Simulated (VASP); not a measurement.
Ba2Nb: relaxation of cell and atoms with PBE

Ba2Nb:

```xyz
3
Lattice="0.0000 3.5471 3.5471 3.5471 0.0000 3.5471 3.5471 3.5471 0.0000" Properties=species:S:1:pos:R:3 pbc="T T T"
Ba    1.7736    1.7736    1.7736
Ba    5.3207    5.3207    5.3207
Nb    0.0000    0.0000    0.0000
```

* Program: VASP 6.6.1
* Task: relaxation of cell and atoms
* Functional: PBE
* Potentials or basis: VASP PAW PBE potentials, release 64 (Ba_sv, Nb_sv)
* Cutoff: 600 eV
* k mesh: 4 × 4 × 4
* Occupations: gaussian, width 0.1 eV
* Spin: no spin polarisation
* Dipole correction: no
* Further INCAR settings: ALGO = Normal; EDIFF = 1e-06; IBRION = 2; EDIFFG = -0.04; NSW = 90; ISIF = 3

```json
{
  "Relaxed volume": "44.67 Å³/atom",
  "Relaxed cell": "a = 5.744 Å, b = 5.744 Å, c = 5.744 Å, α = 60.00°, β = 60.00°, γ = 60.00°",
  "Space group after relaxing (to 0.1 Å)": "Fm-3m (No. 225)",
  "Energy gained by relaxing": "360.1 meV/atom",
  "Ionic steps": "4",
  "Pressure after relaxing": "0.0 GPa",
  "Band gap on the k mesh": "zero (an odd number of electrons rules out a gap without spin polarisation)"
}
```

The path:
```
step  energy change (eV)  largest force (eV/Å)  pressure (GPa)  volume (Å³)
   1              0.0000                0.0000            9.75        89.26
   2             -0.9342                0.0000            2.71       114.76
   3             -1.0584                0.0000           -0.84       141.99
   4             -1.0802                0.0000            0.00       134.02
```

Final structure:
```cif
data_structure
_symmetry_space_group_name_H-M 'P 1'
_symmetry_Int_Tables_number 1
_cell_length_a 5.7441
_cell_length_b 5.7441
_cell_length_c 5.7441
_cell_angle_alpha 60.000
_cell_angle_beta 60.000
_cell_angle_gamma 60.000
_cell_volume 134.02
loop_
_atom_site_label
_atom_site_type_symbol
_atom_site_fract_x
_atom_site_fract_y
_atom_site_fract_z
_atom_site_occupancy
Ba1 Ba 0.25000 0.25000 0.25000 1
Ba2 Ba 0.75000 0.75000 0.75000 1
Nb1 Nb 0.00000 0.00000 0.00000 1
```

Levels at points of the mesh, in eV from the Fermi level:
| k point | band 13 | band 14 | band 15 | band 16 | band 17 | band 18 | band 19 | band 20 |
| --- | --- | --- | --- | --- | --- | --- | --- | --- |
| (0.00, 0.00, 0.00) | -2.89 | -0.72 | -0.72 | 0.29 | 0.29 | 0.29 | 0.43 | 0.43 |
| (0.50, 0.00, 0.00) | -1.37 | -0.20 | -0.20 | -0.18 | -0.10 | 0.14 | 0.14 | 1.45 |
| (0.50, 0.50, 0.00) | -1.46 | -0.63 | -0.50 | -0.17 | 0.04 | 0.04 | 0.39 | 1.37 |

It took 74 s on 1 thread of Intel(R) Xeon(R) Platinum 8488C (Sapphire Rapids), on a shared host, peak memory 0.25 GiB.

Caveat: the k points lie up to 0.33 Å⁻¹ apart in the final cell, too coarse for converged energies and pressures of a metal; the volume moved by over 15 % at a fixed basis, so the end points are rough; spin-orbit coupling is left out, which moves the levels of the heavy elements.
